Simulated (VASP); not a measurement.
# CdS (F-43m) in VASP: a series of runs

CdS is run at these levels: LDA; tasks: single point.

Program: VASP 6.6.1. These are calculated values, not measurements. Logs are shortened: lines on timing, memory, paths and dates and some standing lists are left out, and cuts for length are marked.

## Step 1: The cell of the first run

It takes space group F-43m (No. 216, cubic). The conventional cell has a = 5.756 Å, b = 5.756 Å, c = 5.756 Å, α = 90.00°, β = 90.00°, γ = 90.00°. Within 3.3 Å of Cd (site symmetry -43m) lie 4 S at 2.49 Å. Within 3.3 Å of S (site symmetry -43m) lie 4 Cd at 2.49 Å.

## Step 2: Single point, LDA

File INCAR:

```
SYSTEM = CdS
  PREC = Accurate
  ENCUT = 500
  EDIFF = 1E-6
  ISMEAR = 0
  SIGMA = 0.02
  LREAL = .False.
  LASPH = .True.
  NELM = 120
  ALGO = Normal
  ISIF = 2
  LWAVE = .False.
  LCHARG = .False.
  NBANDS = 16
  GGA_COMPAT = .False.
```

File KPOINTS:

```
Automatic mesh
0
Gamma
  8 8 8
  0 0 0
```

File POSCAR:

```
CdS
1.0
    0.0000000000      2.8782482540      2.8782482540
    2.8782482540      0.0000000000      2.8782482540
    2.8782482540      2.8782482540      0.0000000000
Cd S
1 1
Direct
    0.0000000000      0.0000000000      0.0000000000
    0.2500000000      0.2500000000      0.2500000000
```

Potentials or basis: VASP PAW LDA potentials, release 64 (Cd, S).

Run with:

```
> cat potpaw_LDA.64/Cd/POTCAR potpaw_LDA.64/S/POTCAR > POTCAR
> mpirun -np 1 vasp_std > vasp.out
```

OUTCAR:

```text
SYSTEM = CdS
   PREC = Accurate
   ENCUT = 500
   EDIFF = 1E-6
   ISMEAR = 0
   LREAL = .False.
   LASPH = .True.
   NELM = 120
   ISIF = 2

 ion  position               nearest neighbor table
   1  0.000  0.000  0.000-   2 2.49   2 2.49   2 2.49   2 2.49
   2  0.250  0.250  0.250-   1 2.49   1 2.49   1 2.49   1 2.49

  LATTYP: Found a face centered cubic cell.
 ALAT       =     5.7564965080

  Lattice vectors:

 A1 = (   0.0000000000,   2.8782482540,   2.8782482540)
 A2 = (   2.8782482540,   0.0000000000,   2.8782482540)
 A3 = (   2.8782482540,   2.8782482540,   0.0000000000)

Analysis of symmetry for initial positions (statically):
=====================================================================
 Subroutine PRICEL returns:
 Original cell was already a primitive cell.

 Routine SETGRP: Setting up the symmetry group for a
 face centered cubic supercell.

 Subroutine GETGRP returns: Found 24 space group operations
 (whereof 24 operations were pure point group operations)
 out of a pool of 48 trial point group operations.

The static configuration has the point symmetry T_d .

Analysis of symmetry for dynamics (positions and initial velocities):
=====================================================================
 Subroutine PRICEL returns:
 Original cell was already a primitive cell.

 Routine SETGRP: Setting up the symmetry group for a
 face centered cubic supercell.

 Subroutine GETGRP returns: Found 24 space group operations
 (whereof 24 operations were pure point group operations)
 out of a pool of 48 trial point group operations.

The dynamic configuration has the point symmetry T_d .

 Subroutine INISYM returns: Found 24 space group operations
 (whereof 24 operations are pure point group operations),
 and found     1 'primitive' translations

----------------------------------------------------------------------------------------

                                     Primitive cell

  volume of cell :      47.6886

  direct lattice vectors                    reciprocal lattice vectors
     0.000000000  2.878248254  2.878248254    -0.173716773  0.173716773  0.173716773
     2.878248254  0.000000000  2.878248254     0.173716773 -0.173716773  0.173716773
     2.878248254  2.878248254  0.000000000     0.173716773  0.173716773 -0.173716773

  length of vectors
     4.070457717  4.070457717  4.070457717     0.300886278  0.300886278  0.300886278

  position of ions in fractional coordinates (direct lattice)
     0.000000000  0.000000000  0.000000000
     0.250000000  0.250000000  0.250000000

  ion indices of the primitive-cell ions
   primitive index   ion index
                 1           1
                 2           2

----------------------------------------------------------------------------------------

 KPOINTS: Automatic mesh

Automatic generation of k-mesh.
 Grid dimensions read from file:
 generate k-points for:    8    8    8

 Generating k-lattice:

  Cartesian coordinates                     Fractional coordinates (reciprocal lattice)
    -0.021714597  0.021714597  0.021714597     0.125000000  0.000000000  0.000000000
     0.021714597 -0.021714597  0.021714597     0.000000000  0.125000000  0.000000000
     0.021714597  0.021714597 -0.021714597     0.000000000  0.000000000  0.125000000

  Length of vectors
     0.037610785  0.037610785  0.037610785

  Shift w.r.t. Gamma in fractional coordinates (k-lattice)
     0.000000000  0.000000000  0.000000000

 Subroutine IBZKPT returns following result:
 ===========================================

 Found     29 irreducible k-points:

 Following reciprocal coordinates:
            Coordinates               Weight
  0.000000  0.000000  0.000000      1.000000
  0.125000  0.000000  0.000000      8.000000
  0.250000  0.000000  0.000000      8.000000
  0.375000  0.000000  0.000000      8.000000
  0.500000  0.000000  0.000000      4.000000
  0.125000  0.125000  0.000000      6.000000
[... 16 lines left out ...]
  0.500000  0.250000  0.125000     48.000000
 -0.375000  0.250000  0.125000     24.000000
 [... further k-points ...]
   k-points           NKPTS =     29   k-points in BZ     NKDIM =     29   number of bands    NBANDS=     16
   number of dos      NEDOS =    301   number of ions     NIONS =      2
   total plane-waves  NPLWV =  27000
   dimension x,y,z NGX =    30 NGY =   30 NGZ =   30
   dimension x,y,z NGXF=    60 NGYF=   60 NGZF=   60
   ions per type =               1   1
   NGX,Y,Z   is equivalent  to a cutoff of  12.25, 12.25, 12.25 a.u.
   NGXF,Y,Z  is equivalent  to a cutoff of  24.51, 24.51, 24.51 a.u.
 SYSTEM =  CdS
   PREC   = accura    normal or accurate (medium, high low for compatibility)
   ISTART =      0    job   : 0-new  1-cont  2-samecut
   ICHARG =      2    charge: 1-file 2-atom 10-const
   ISPIN  =      1    spin polarized calculation?
   LNONCOLLINEAR =      F non collinear calculations
   LSORBIT =      F    spin-orbit coupling
   LASPH  =      T    aspherical Exc in radial PAW
   ENCUT  =  500.0 eV  36.75 Ry    6.06 a.u.   7.42  7.42  7.42*2*pi/ulx,y,z
   NELM   =    120;   NELMIN=  2; NELMDL= -5     # of ELM steps
   EDIFF  = 0.1E-05   stopping-criterion for ELM
   LREAL  =      F    real-space projection
   EDIFFG = 0.1E-04   stopping-criterion for IOM
   NSW    =      0    number of steps for IOM
   IBRION =     -1    ionic relax: 0-MD 1-quasi-New 2-CG
   NFREE  =      0    steps in history (QN), initial steepest desc. (CG)
   ISIF   =      2    stress and relaxation
   ISYM   =      2    0-nonsym 1-usesym 2-fastsym
   POTIM  = 0.5000    time-step for ionic-motion
   TEBEG  =    0.0;   TEEND  =   0.0 temperature during run
   PSTRESS=    0.0 pullay stress
   NELECT =      18.0000    total number of electrons
   NUPDOWN=      -1.0000    fix difference up-down
   EMIN   =  10.00;   EMAX   =-10.00  energy-range for DOS
   EFERMI =   0.00;   METHOD = LEGACY
   ISMEAR =     0;   SIGMA  =   0.02  broadening in eV -4-tet -1-fermi 0-gaus
   EFERMI_NEDOS =   21; number of points for ismear=-14 and -15
   IALGO  =     38    algorithm
   IMIX   =      4    mixing-type and parameters
     AMIX     =   0.40;   BMIX     =  1.00
     AMIX_MAG =   1.60;   BMIX_MAG =  1.00
  volume/ion in A,a.u.               =      23.84       160.91
  Fermi-wavevector in a.u.,A,eV,Ry     =   1.183116  2.235766 19.044946  1.399764
  Thomas-Fermi vector in A             =   2.319357
   LORBIT       =      0    0 simple, 1 ext, 2 COOP (PROOUT), +10 PAW based schemes
   GGA     = CA    functional components
   LHFCALC =     F    Hartree Fock is set to
   AEXX    =    0.0000 exact exchange contribution
   IVDW    =     0    specifies the selected vdW correction
   LEPSILON=     F    determine dielectric tensor
   LRPA    =     F    only Hartree local field effects (RPA)
 non-spin polarized calculation
 Gauss-broadening in eV      SIGMA  =   0.02
  energy-cutoff  :      500.00
  volume of cell :       47.69
 maximum number of plane-waves:      1243
 NGX is ok and might be reduce to    30
   NGX = 15   NGY = 15   NGZ = 15

 number of electron      18.0000008 magnetization

 Free energy of the ion-electron system (eV)
  ---------------------------------------------------
  ext. energy  EPLUGINS =         0.00000000
  ---------------------------------------------------
  free energy    TOTEN  =        -7.40659687 eV

  energy without entropy =       -7.40659687  energy(sigma->0) =       -7.40659687

 E-fermi :   1.5882     XC(G=0):  -9.7671

 val. band max:        1.4834862704   @ k =   0.0000   0.0000   0.0000
 cond. band min:       2.4608283817   @ k =   0.0000   0.0000   0.0000
 fundamental gap:      0.9773421113
 Fermi energy:         1.5882300428

 k-point     1 :       0.0000    0.0000    0.0000
  band No.  band energies     occupation
      1     -11.1274      2.00000
      2      -6.4545      2.00000
      3      -6.4545      2.00000
      4      -6.4545      2.00000
      5      -5.9139      2.00000
      6      -5.9139      2.00000
[... 8 lines left out ...]
     15      12.9869      0.00000
     16      12.9869      0.00000

 k-point     2 :       0.1250    0.0000    0.0000
  band No.  band energies     occupation
      1     -11.0571      2.00000
      2      -6.4294      2.00000
      3      -6.4294      2.00000
      4      -6.4015      2.00000
      5      -5.9153      2.00000
      6      -5.9153      2.00000
[... 8 lines left out ...]
     15      12.3132      0.00000
     16      13.3167      0.00000

 k-point     3 :       0.2500    0.0000    0.0000
  band No.  band energies     occupation
      1     -10.8863      2.00000
      2      -6.3750      2.00000
      3      -6.3750      2.00000
      4      -6.2012      2.00000
      5      -5.9097      2.00000
      6      -5.9097      2.00000
[... 8 lines left out ...]
     15      12.0566      0.00000
     16      12.5933      0.00000

 k-point     4 :       0.3750    0.0000    0.0000
  band No.  band energies     occupation
      1     -10.7153      2.00000
      2      -6.3334      2.00000
      3      -6.3334      2.00000
      4      -5.8869      2.00000
      5      -5.8869      2.00000
      6      -5.8055      2.00000
[... 8 lines left out ...]
     15      12.9520      0.00000
     16      12.9520      0.00000
[... 324 lines left out ...]
 k-point    22 :       0.3750    0.2500    0.1250
  band No.  band energies     occupation
      1     -10.7608      2.00000
      2      -6.3195      2.00000
      3      -6.2889      2.00000
      4      -6.1249      2.00000
      5      -5.9117      2.00000
      6      -5.8488      2.00000
[... 8 lines left out ...]
     15      13.4944      0.00000
     16      15.2912      0.00000

 k-point    23 :       0.5000    0.2500    0.1250
  band No.  band energies     occupation
      1     -10.6266      2.00000
      2      -6.2798      2.00000
      3      -6.2488      2.00000
      4      -5.9981      2.00000
      5      -5.8770      2.00000
      6      -5.6050      2.00000
[... 8 lines left out ...]
     15      14.2945      0.00000
     16      14.5930      0.00000

 k-point    24 :      -0.3750    0.2500    0.1250
  band No.  band energies     occupation
      1     -10.5720      2.00000
      2      -6.2754      2.00000
      3      -6.2292      2.00000
      4      -5.9483      2.00000
      5      -5.8847      2.00000
      6      -5.3613      2.00000
[... 8 lines left out ...]
     15      13.7124      0.00000
     16      14.6918      0.00000

 [... further k-points ...]
[... 5 lines left out ...]
  --------------------------------------------------------------------------------------
  -------------------------------------------------------------------------------------
  Total        0.1639356      0.1639356      0.1639356     -0.0000000      0.0000000     -0.0000000
  in kB        5.5076836      5.5076836      5.5076836     -0.0000000      0.0000000     -0.0000000
  external PRESSURE =       5.5076836 kB  Pullay stress =       0.0000000 kB

 VOLUME and BASIS-vectors are now :
 -----------------------------------------------------------------------------
  energy-cutoff  :      500.00
  volume of cell :       47.69
      direct lattice vectors                 reciprocal lattice vectors
     0.000000000  2.878248254  2.878248254    -0.173716773  0.173716773  0.173716773
     2.878248254  0.000000000  2.878248254     0.173716773 -0.173716773  0.173716773
     2.878248254  2.878248254  0.000000000     0.173716773  0.173716773 -0.173716773

 POSITION                                       TOTAL-FORCE (eV/Angst)
 -----------------------------------------------------------------------------------
      0.00000      0.00000      0.00000         0.000000      0.000000      0.000000
      1.43912      1.43912      1.43912        -0.000000     -0.000000     -0.000000
 -----------------------------------------------------------------------------------
    total drift:                               -0.000000     -0.000000     -0.000000

  FREE ENERGIE OF THE ION-ELECTRON SYSTEM (eV)
  ---------------------------------------------------
  free  energy   TOTEN  =        -7.4065968720 eV

  energy  without entropy=       -7.4065968720  energy(sigma->0) =       -7.40659687
```

It took 39 s on 1 thread of Intel Xeon 8259CL, shared host; peak memory 0.15 GiB.

What came out:

```
Free energy            : -7.4066 eV
Pressure               : 0.6 GPa
Band gap on the k mesh : 0.98 eV
```

## Step 3: Single point, LDA

File INCAR:

```
SYSTEM = CdS
PREC     = Accurate       ! precision mode
ENCUT    = 500            ! plane-wave cutoff, eV
EDIFF    = 1E-6           ! SCF threshold, eV
ISMEAR   = 0              ! smearing method
SIGMA    = 0.02           ! smearing width, eV
LREAL    = .FALSE.        ! projectors in reciprocal space
LASPH    = .TRUE.         ! aspherical terms in the spheres
NELM     = 120            ! most SCF steps
ALGO     = Normal         ! electronic algorithm
ISIF     = 2              ! what is computed and relaxed
LWAVE    = .FALSE.        ! write WAVECAR
LCHARG   = .FALSE.        ! write CHGCAR
GGA      = CA             ! functional
NBANDS   = 16             ! bands
GGA_COMPAT= .FALSE.
```

File KPOINTS:

```
Automatic mesh
0
G
  8 8 8
  0 0 0
```

POSCAR is that of step 2.

Potentials or basis: VASP PAW LDA potentials, release 64 (Cd, S).

Run with:

```
> cat potpaw_LDA.64/Cd/POTCAR potpaw_LDA.64/S/POTCAR > POTCAR
> mpirun -np 1 vasp_std > vasp.out
```

Run time: 44 s. Hardware: 1 thread of Intel Xeon 8259CL, shared host; peak memory 0.16 GiB.

The run converged. Its results:

- Free energy: -7.4066 eV
- Pressure: 0.6 GPa
- Band gap on the k mesh: 0.98 eV

Levels at points of the mesh, in eV from the valence-band top:
| k point | band 5 | band 6 | band 7 | band 8 | band 9 | band 10 | band 11 | band 12 | band 13 | band 14 |
| --- | --- | --- | --- | --- | --- | --- | --- | --- | --- | --- |
| (0.00, 0.00, 0.00) | -7.40 | -7.40 | 0.00 | 0.00 | 0.00 | 0.98 | 6.35 | 6.35 | 6.35 | 11.30 |
| (0.50, 0.00, 0.00) | -7.35 | -6.98 | -4.77 | -0.83 | -0.83 | 2.84 | 6.84 | 6.84 | 7.34 | 10.89 |
| (0.50, 0.50, 0.00) | -7.30 | -6.91 | -4.23 | -2.07 | -2.07 | 3.24 | 4.21 | 9.13 | 10.78 | 10.78 |
